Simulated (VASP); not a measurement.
LuAs, 2 atoms in the cell. The structure is cubic, space group Fm-3m (No. 225). The conventional cell has a = 5.547 Å, b = 5.547 Å, c = 5.547 Å, α = 90.00°, β = 90.00°, γ = 90.00°. Lu (site symmetry m-3m) has 6 As at 2.77 Å within 3.7 Å. Within 3.7 Å of As (site symmetry m-3m) lie 6 Lu at 2.77 Å. 

* Program: VASP 6.6.1
* Task: single point
* Functional: LDA
* Potentials or basis: VASP PAW PBE potentials, release 64 (Lu, As)
* Cutoff: 520 eV
* k mesh: 12 × 12 × 12
* Occupations: gaussian, width 0.1 eV
* Spin: no spin polarisation
* Dipole correction: no
* Further INCAR settings: ALGO = Fast; EDIFF = 1e-06; NBANDS = 22

Potentials or basis: VASP PAW PBE potentials, release 64 (Lu, As).

The run is started by

```bash
$ cat potpaw_PBE.64/Lu/POTCAR potpaw_PBE.64/As/POTCAR > POTCAR
$ mpirun -np 1 vasp_std > vasp.out
```

Hardware: 1 thread of AMD EPYC 9R45 96-Core Processor (Zen 5), with other jobs on the host.

Question: Estimate the wall time of this run.

Answer: Wall time 87 s on 1 thread of AMD EPYC 9R45 96-Core Processor (Zen 5) (shared host), peak memory 0.18 GiB. Counts: scf iterations 24, k points 72.
